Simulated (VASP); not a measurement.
A run of VASP 6.6.1 is set up as follows.

Contents of INCAR:

```
SYSTEM = Bi
PREC = Accurate
ENCUT = 520
EDIFF = 1E-7
ISMEAR = 0
SIGMA = 0.02
LREAL = .False.
LASPH = .True.
NELM = 100
ALGO = Normal
ISIF = 2
LWAVE = .False.
LCHARG = .False.
LDIPOL = .True.
IDIPOL = 3
DIPOL = 0.5 0.5 0.500
GGA = PE
NBANDS = 22
```

Contents of KPOINTS:

```
Automatic mesh
0
Gamma
  9 9 1
  0 0 0
```

The input POSCAR:

```
Bi
1.0
    4.3490000000      0.0000000000      0.0000000000
   -2.1745000000      3.7663444811      0.0000000000
    0.0000000000      0.0000000000     28.0000000000
Bi
2
Direct
    0.3333333333      0.6666666667      0.5264107143
    0.6666666667      0.3333333333      0.4735892857
```

Potentials or basis: VASP PAW PBE potentials, release 64 (Bi_d).

Command:

```bash
$ cat potpaw_PBE.64/Bi_d/POTCAR > POTCAR
$ mpirun -np 1 vasp_std > vasp.out
```

Q: Predict the largest force.

A: 2.036 eV/Å.

Forces in eV/Å, atoms in the order of the input:
```
Bi   0.000  0.000  2.036
Bi   0.000  0.000 -2.036
```
